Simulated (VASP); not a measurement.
# Cd (P-1) in VASP: single point with r2SCAN

Aim: the single point of Cd with r2SCAN.

Everything below comes from runs of VASP 6.6.1. Logs are shortened: lines on timing, memory, paths and dates and some standing lists are left out, and cuts for length are marked.

### 1 The cell of the first run

The typed cell holds 2 atoms: a = 3.748 Å, b = 3.766 Å, c = 6.114 Å, α = 89.70°, β = 89.66°, γ = 60.35°.

### 2 Single point, r2SCAN

Contents of POSCAR:

```
Cd
1.0
    1.8793913100      3.2425025800      0.0110442900
   -1.8974518700      3.2529296500      0.0099419800
    0.0017901200      0.0196731800      6.1135686100
Cd
2
Direct
    0.3852680000      0.1265780000      0.1805230000
    0.6251530000      0.7234080000      0.8399160000
```

Contents of INCAR.step1:

```
ALGO = Normal
EDIFF = 1E-5
ENCUT = 700
GGA = PE
GGA_COMPAT = F
ISMEAR = -1
LASPH = T
LCHARG = F
LREAL = F
LWAVE = T
NBANDS = 27
NELM = 120
PREC = Accurate
SIGMA = 0.0798
```

Contents of INCAR.step2:

```
ALGO = Normal
EDIFF = 1E-6
ENCUT = 700
GGA_COMPAT = F
ISIF = 2
ISMEAR = -1
ISTART = 1
LASPH = T
LCHARG = F
LMIXTAU = T
LREAL = F
LWAVE = F
METAGGA = R2SCAN
NBANDS = 27
NELM = 120
PREC = Accurate
SIGMA = 0.0798
```

Contents of KPOINTS:

```
Automatic mesh
0
Gamma
  6 6 3
  0.5 0.5 0.5
```

Potentials or basis: VASP PAW PBE potentials, release 64 (Cd_sv_GW).

Command:

```bash
$ cat potpaw_PBE.64/Cd_sv_GW/POTCAR > POTCAR
$ cp INCAR.step1 INCAR
$ mpirun -np 1 vasp_std > vasp.out
$ cp INCAR.step2 INCAR
$ mpirun -np 1 vasp_std > vasp.out
```

OUTCAR:

```text
EDIFF = 1E-6
   ENCUT = 700
   ISIF = 2
   ISMEAR = -1
   ISTART = 1
   LASPH = T
   LREAL = F
   METAGGA = R2SCAN
   NELM = 120
   PREC = Accurate

 ion  position               nearest neighbor table
   1  0.385  0.127  0.181-   2 2.47
   2  0.625  0.723  0.840-   1 2.47

  Warning from LATTYP: Got some problem with cell dimensions!
  Tried to take original basis but could not verify dimensions!
  LATTYP: Found a triclinic cell.
 ALAT       =     3.7478069125
 B/A-ratio  =     1.0077514190
 C/A-ratio  =     1.6312474651
 COS(alpha) =     0.0005757818
 COS(beta)  =     0.0058777586
 COS(gamma) =     0.4990746592

  Lattice vectors:

 A1 = (  -1.8793913100,  -3.2425025800,  -0.0110442900)
 A2 = (  -3.7768431800,   0.0104270700,  -0.0011023100)
 A3 = (  -0.0017901200,  -0.0196731800,  -6.1135686100)

Analysis of symmetry for initial positions (statically):
=====================================================================
 Subroutine PRICEL returns:
 Original cell was already a primitive cell.

 Routine SETGRP: Setting up the symmetry group for a
 triclinic supercell.

 Subroutine GETGRP returns: Found  2 space group operations
 (whereof  1 operations were pure point group operations)
 out of a pool of  2 trial point group operations.

The static configuration has the point symmetry C_1 .
 The point group associated with its full space group is S_2 .

Analysis of symmetry for dynamics (positions and initial velocities):
=====================================================================
 Subroutine PRICEL returns:
 Original cell was already a primitive cell.

 Routine SETGRP: Setting up the symmetry group for a
 triclinic supercell.

 Subroutine GETGRP returns: Found  2 space group operations
 (whereof  1 operations were pure point group operations)
 out of a pool of  2 trial point group operations.

The dynamic configuration has the point symmetry C_1 .
 The point group associated with its full space group is S_2 .

 Subroutine INISYM returns: Found  2 space group operations
 (whereof  1 operations are pure point group operations),
 and found     1 'primitive' translations

----------------------------------------------------------------------------------------

                                     Primitive cell

  volume of cell :      74.9884

  direct lattice vectors                    reciprocal lattice vectors
     1.879391310  3.242502580  0.011044290     0.265198630  0.154693587 -0.000575450
    -1.897451870  3.252929650  0.009941980    -0.264348254  0.153220665 -0.000415653
     0.001790120  0.019673180  6.113568610    -0.000049200 -0.000528627  0.163572301

  length of vectors
     3.747806913  3.765896142  6.113600526     0.307019136  0.305543359  0.163573163

  position of ions in fractional coordinates (direct lattice)
     0.385268000  0.126578000  0.180523000
     0.625153000  0.723408000  0.839916000

  ion indices of the primitive-cell ions
   primitive index   ion index
                 1           1
                 2           2

----------------------------------------------------------------------------------------

 KPOINTS: Automatic mesh

Automatic generation of k-mesh.
 Grid dimensions read from file:
 generate k-points for:    6    6    3

 Generating k-lattice:

  Cartesian coordinates                     Fractional coordinates (reciprocal lattice)
     0.044199772  0.025782265 -0.000095908     0.166666667 -0.000000000  0.000000000
    -0.044058042  0.025536777 -0.000069275     0.000000000  0.166666667  0.000000000
    -0.000016400 -0.000176209  0.054524100     0.000000000  0.000000000  0.333333333

  Length of vectors
     0.051169856  0.050923893  0.054524388

  Shift w.r.t. Gamma in fractional coordinates (k-lattice)
     0.500000000  0.500000000  0.500000000

 Subroutine IBZKPT returns following result:
 ===========================================

 Found     54 irreducible k-points:

 Following reciprocal coordinates:
            Coordinates               Weight
  0.083333  0.083333  0.166667      2.000000
  0.250000  0.083333  0.166667      2.000000
  0.416667  0.083333  0.166667      2.000000
 -0.416667  0.083333  0.166667      2.000000
 -0.250000  0.083333  0.166667      2.000000
 -0.083333  0.083333  0.166667      2.000000
[... 16 lines left out ...]
 -0.250000 -0.416667  0.166667      2.000000
 -0.083333 -0.416667  0.166667      2.000000
 [... further k-points ...]
   k-points           NKPTS =     54   k-points in BZ     NKDIM =     54   number of bands    NBANDS=     27
   number of dos      NEDOS =    301   number of ions     NIONS =      2
   total plane-waves  NPLWV =  55296
   dimension x,y,z NGX =    32 NGY =   32 NGZ =   54
   dimension x,y,z NGXF=    64 NGYF=   64 NGZF=  108
   ions per type =               2
   NGX,Y,Z   is equivalent  to a cutoff of  14.19, 14.13, 14.68 a.u.
   NGXF,Y,Z  is equivalent  to a cutoff of  28.39, 28.25, 29.37 a.u.
 SYSTEM =  unknown system
   PREC   = accura    normal or accurate (medium, high low for compatibility)
   ISTART =      1    job   : 0-new  1-cont  2-samecut
   ICHARG =      0    charge: 1-file 2-atom 10-const
   ISPIN  =      1    spin polarized calculation?
   LNONCOLLINEAR =      F non collinear calculations
   LSORBIT =      F    spin-orbit coupling
   LASPH  =      T    aspherical Exc in radial PAW
   ENCUT  =  700.0 eV  51.45 Ry    7.17 a.u.   8.09  8.12 13.19*2*pi/ulx,y,z
   NELM   =    120;   NELMIN=  2; NELMDL=  0     # of ELM steps
   EDIFF  = 0.1E-05   stopping-criterion for ELM
   LREAL  =      F    real-space projection
   EDIFFG = 0.1E-04   stopping-criterion for IOM
   NSW    =      0    number of steps for IOM
   IBRION =     -1    ionic relax: 0-MD 1-quasi-New 2-CG
   NFREE  =      0    steps in history (QN), initial steepest desc. (CG)
   ISIF   =      2    stress and relaxation
   ISYM   =      2    0-nonsym 1-usesym 2-fastsym
   POTIM  = 0.5000    time-step for ionic-motion
   TEBEG  =    0.0;   TEEND  =   0.0 temperature during run
   PSTRESS=    0.0 pullay stress
   NELECT =      40.0000    total number of electrons
   NUPDOWN=      -1.0000    fix difference up-down
   EMIN   =  10.00;   EMAX   =-10.00  energy-range for DOS
   EFERMI =   0.00;   METHOD = LEGACY
   ISMEAR =    -1;   SIGMA  =   0.08  broadening in eV -4-tet -1-fermi 0-gaus
   EFERMI_NEDOS =   21; number of points for ismear=-14 and -15
   IALGO  =     38    algorithm
   IMIX   =      4    mixing-type and parameters
     AMIX     =   0.40;   BMIX     =  1.00
     AMIX_MAG =   1.60;   BMIX_MAG =  1.00
  volume/ion in A,a.u.               =      37.49       253.02
  Fermi-wavevector in a.u.,A,eV,Ry     =   1.327691  2.508971 23.983835  1.762762
  Thomas-Fermi vector in A             =   2.456984
   LORBIT       =      0    0 simple, 1 ext, 2 COOP (PROOUT), +10 PAW based schemes
   METAGGA = R2SCAN    functional components
   LHFCALC =     F    Hartree Fock is set to
   AEXX    =    0.0000 exact exchange contribution
   IVDW    =     0    specifies the selected vdW correction
   LEPSILON=     F    determine dielectric tensor
   LRPA    =     F    only Hartree local field effects (RPA)
 non-spin polarized calculation
  energy-cutoff  :      700.00
  volume of cell :       74.99
 maximum number of plane-waves:      3171
   NGX = 17   NGY = 17   NGZ = 27

 number of electron      40.0000005 magnetization

 Free energy of the ion-electron system (eV)
  ---------------------------------------------------
  ext. energy  EPLUGINS =         0.00000000
  ---------------------------------------------------
  free energy    TOTEN  =       -38.79051053 eV

  energy without entropy =      -38.77227218  energy(sigma->0) =      -38.78139135

 E-fermi :   1.8793     XC(G=0):  -8.8037

 val. band max:        1.8586656220   @ k =   0.4167   0.4167   0.5000
 cond. band min:       1.9817696627   @ k =  -0.0833   0.4167   0.5000
 fundamental gap:      0.1231040408
 Fermi energy:         1.8793026233

 k-point     1 :       0.0833    0.0833    0.1667
  band No.  band energies     occupation
      1    -103.7762      2.00000
      2    -103.7588      2.00000
      3     -64.0430      2.00000
      4     -63.8902      2.00000
      5     -63.8853      2.00000
      6     -63.8774      2.00000
[... 19 lines left out ...]
     26      12.1536      0.00000
     27      13.3257      0.00000

 k-point     2 :       0.2500    0.0833    0.1667
  band No.  band energies     occupation
      1    -103.7761      2.00000
      2    -103.7588      2.00000
      3     -64.0430      2.00000
      4     -63.8913      2.00000
      5     -63.8859      2.00000
      6     -63.8766      2.00000
[... 19 lines left out ...]
     26      12.2650      0.00000
     27      12.6787      0.00000

 k-point     3 :       0.4167    0.0833    0.1667
  band No.  band energies     occupation
      1    -103.7760      2.00000
      2    -103.7589      2.00000
      3     -64.0431      2.00000
      4     -63.8935      2.00000
      5     -63.8863      2.00000
      6     -63.8754      2.00000
[... 19 lines left out ...]
     26       9.9645      0.00000
     27      11.6400      0.00000

 k-point     4 :      -0.4167    0.0833    0.1667
  band No.  band energies     occupation
      1    -103.7760      2.00000
      2    -103.7589      2.00000
      3     -64.0432      2.00000
      4     -63.8945      2.00000
      5     -63.8862      2.00000
      6     -63.8749      2.00000
[... 19 lines left out ...]
     26       8.8974      0.00000
     27      11.5040      0.00000

 k-point     5 :      -0.2500    0.0833    0.1667
  band No.  band energies     occupation
      1    -103.7760      2.00000
      2    -103.7589      2.00000
      3     -64.0432      2.00000
      4     -63.8935      2.00000
      5     -63.8858      2.00000
      6     -63.8754      2.00000
[... 19 lines left out ...]
     26      10.8298      0.00000
     27      12.0026      0.00000

 k-point     6 :      -0.0833    0.0833    0.1667
  band No.  band energies     occupation
      1    -103.7761      2.00000
      2    -103.7588      2.00000
      3     -64.0431      2.00000
      4     -63.8914      2.00000
      5     -63.8853      2.00000
      6     -63.8766      2.00000
[... 444 lines left out ...]
      1    -103.7760      2.00000
      2    -103.7589      2.00000
      3     -64.0431      2.00000
      4     -63.8923      2.00000
      5     -63.8878      2.00000
      6     -63.8764      2.00000
[... 19 lines left out ...]
     26       8.7034      0.00000
     27      11.1703      0.00000

 k-point    22 :      -0.4167   -0.4167    0.1667
  band No.  band energies     occupation
      1    -103.7761      2.00000
      2    -103.7588      2.00000
      3     -64.0430      2.00000
      4     -63.8914      2.00000
      5     -63.8875      2.00000
      6     -63.8773      2.00000
[... 19 lines left out ...]
     26       9.2227      0.00000
     27      12.0527      0.00000

 k-point    23 :      -0.2500   -0.4167    0.1667
  band No.  band energies     occupation
      1    -103.7761      2.00000
      2    -103.7589      2.00000
      3     -64.0432      2.00000
      4     -63.8924      2.00000
      5     -63.8872      2.00000
      6     -63.8764      2.00000
[... 19 lines left out ...]
     26      10.5960      0.00000
     27      11.8977      0.00000

 k-point    24 :      -0.0833   -0.4167    0.1667
  band No.  band energies     occupation
      1    -103.7760      2.00000
      2    -103.7589      2.00000
      3     -64.0434      2.00000
      4     -63.8942      2.00000
      5     -63.8868      2.00000
      6     -63.8751      2.00000
[... 19 lines left out ...]
     26      10.1927      0.00000
     27      11.3460      0.00000

 [... further k-points ...]

------------------------ aborting loop because EDIFF is reached ----------------------------------------

  FORCE on cell =-STRESS in cart. coord.  units (eV):
  Direction    XX          YY          ZZ          XY          YZ          ZX
  --------------------------------------------------------------------------------------
  -------------------------------------------------------------------------------------
  Total       -0.2834886     -1.8073021      2.5480293     -0.5761331      1.1742058     -2.5932462
  in kB       -6.0569261    -38.6142345     54.4403714    -12.3094744     25.0877014    -55.4064612
  external PRESSURE =       3.2564036 kB  Pullay stress =       0.0000000 kB

 VOLUME and BASIS-vectors are now :
 -----------------------------------------------------------------------------
  energy-cutoff  :      700.00
  volume of cell :       74.99
      direct lattice vectors                 reciprocal lattice vectors
     1.879391310  3.242502580  0.011044290     0.265198630  0.154693587 -0.000575450
    -1.897451870  3.252929650  0.009941980    -0.264348254  0.153220665 -0.000415653
     0.001790120  0.019673180  6.113568610    -0.000049200 -0.000528627  0.163572301

 POSITION                                       TOTAL-FORCE (eV/Angst)
 -----------------------------------------------------------------------------------
      0.48422      1.66453      1.10915        -1.206029      0.547401      1.914089
     -0.19622      4.39678      5.14898         1.206029     -0.547401     -1.914089
 -----------------------------------------------------------------------------------
    total drift:                                0.000153      0.000004      0.000117

  FREE ENERGIE OF THE ION-ELECTRON SYSTEM (eV)
  ---------------------------------------------------
  free  energy   TOTEN  =       -38.7905105299 eV

  energy  without entropy=      -38.7722721795  energy(sigma->0) =      -38.78139135
```

It took 6.8 min on 1 thread of Intel Xeon Platinum 8259CL at 2.50GHz (Skylake/Cascade Lake), shared host; peak memory 0.35 GiB.

Results:

- Free energy: -38.7905 eV
- Pressure: 0.3 GPa
- Largest force: 2.328 eV/Å
- Band gap on the k mesh: zero (filled and empty bands overlap)

Forces in eV/Å, atoms in the order of the input:
```
Cd  -1.206  0.547  1.914
Cd   1.206 -0.547 -1.914
```

Stress tensor (GPa, compression positive):
```
-0.61 -1.23 -5.54
-1.23 -3.86  2.51
-5.54  2.51  5.44
```

Caveat: the stress differs along the axes, from -4 to 5 GPa; the PAW data sets were made with another functional, which shifts forces and pressure a little.

The gap in the log of VASP goes by the Fermi energy; the results here count the filled bands.